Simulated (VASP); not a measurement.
Input of a VASP 6.6.1 run:

POSCAR

```
BAs
1.0
    0.0000000000      2.3921306616      2.3921306616
    2.3921306616      0.0000000000      2.3921306616
    2.3921306616      2.3921306616      0.0000000000
B As
1 1
Direct
    0.0000000000      0.0000000000      0.0000000000
    0.7500000000      0.7500000000      0.7500000000
```

File INCAR.step1:

```
ALGO = Normal
EDIFF = 1E-5
ENCUT = 550
GGA = PE
GGA_COMPAT = False
ISMEAR = 0
LASPH = True
LCHARG = False
LREAL = False
LWAVE = True
NBANDS = 11
NELM = 120
PREC = Accurate
SIGMA = 0.01
```

File INCAR.step2:

```
ALGO = Normal
EDIFF = 1E-6
ENCUT = 550
GGA_COMPAT = False
ISIF = 2
ISMEAR = 0
ISTART = 1
LASPH = True
LCHARG = False
LMIXTAU = True
LREAL = False
LWAVE = False
METAGGA = R2SCAN
NBANDS = 11
NELM = 120
PREC = Accurate
SIGMA = 0.01
```

File KPOINTS:

```
k-points
0
Gamma
  6 6 6
```

Potentials or basis: VASP PAW PBE potentials, release 64 (B, As).

Run with:

```sh
$ cat potpaw_PBE.64/B/POTCAR potpaw_PBE.64/As/POTCAR > POTCAR
$ cp INCAR.step1 INCAR
$ mpirun -np 1 vasp_std > vasp.out
$ cp INCAR.step2 INCAR
$ mpirun -np 1 vasp_std > vasp.out
```

(1) Predict the band gap on the k mesh.

(2) What does it give for the pressure?

Answers

(1) 1.47 eV (least direct gap 3.44 eV).

(2) 0.2 GPa.

Caveat: the PAW data sets were made with another functional, which shifts forces and pressure a little.
